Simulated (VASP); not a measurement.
Input of a VASP 6.6.1 run:

Contents of INCAR:

```
SYSTEM = La
PREC = Accurate ; ENCUT = 520
EDIFF = 1E-6 ; ISMEAR = -1
SIGMA = 0.05 ; LREAL = .False.
LASPH = .True. ; NELM = 100
ALGO = Normal ; ISIF = 2
LWAVE = .False. ; LCHARG = .False.
NBANDS = 12
```

The input KPOINTS:

```
regular mesh
0
Gamma
  13 13 13
  0 0 0
```

File POSCAR:

```
La
1.0
    2.6786920740      0.0000000000      0.0000000000
    0.0000000000      2.6786920740      0.0000000000
    0.0000000000      0.0000000000      2.6786920740
La
1
Direct
    0.0000000000      0.0000000000      0.0000000000
```

Potentials or basis: VASP PAW LDA potentials, release 64 (La).

The run is started by

```console
$ cat potpaw_LDA.64/La/POTCAR > POTCAR
$ mpirun -np 1 vasp_std > vasp.out
```

(1) Predict the pressure.

## Answers

(1) 53.9 GPa.
